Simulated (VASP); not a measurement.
Input of a VASP 6.6.1 run:

The input INCAR:

```
PREC     = Accurate       # precision mode
ENCUT    = 520            # plane-wave cutoff, eV
EDIFF    = 1E-6           # SCF threshold, eV
ISMEAR   = 0              # smearing method
SIGMA    = 0.1            # smearing width, eV
LREAL    = False          # projectors in reciprocal space
LASPH    = True           # aspherical terms in the spheres
NELM     = 60             # most SCF steps
ALGO     = Normal         # electronic algorithm
ISIF     = 2              # what is computed and relaxed
LWAVE    = False          # write WAVECAR
LCHARG   = True           # write CHGCAR
GGA      = PE             # functional
LELF     = True           # ELF
LVHAR    = True         
NBANDS   = 32             # bands
```

The input KPOINTS:

```
Automatic mesh
0
Gamma
  4 4 4
```

Contents of POSCAR:

```
GaPbI3
1.0
    6.2997900919      0.0000000000      0.0000000000
    0.0000000000      6.2997900919      0.0000000000
    0.0000000000      0.0000000000      6.2997900919
Ga Pb I
1 1 3
Direct
    0.0000000000      0.0000000000      0.0000000000
    0.5000000000      0.5000000000      0.5000000000
    0.0000000000      0.5000000000      0.5000000000
    0.5000000000      0.0000000000      0.5000000000
    0.5000000000      0.5000000000      0.0000000000
```

Potentials or basis: VASP PAW PBE potentials, release 64 (Ga_d, Pb_d, I).

Command:

```bash
$ cat potpaw_PBE.64/Ga_d/POTCAR potpaw_PBE.64/Pb_d/POTCAR potpaw_PBE.64/I/POTCAR > POTCAR
$ mpirun -np 1 vasp_std > vasp.out
```

Question: Estimate the band gap on the k mesh.

Answer: 1.22 eV (least direct gap 1.36 eV).

Question: Estimate the pressure.

Answer: 0.2 GPa.

Caveat: spin-orbit coupling is left out, which moves the levels of the heavy elements. A k mesh can miss the band edges.
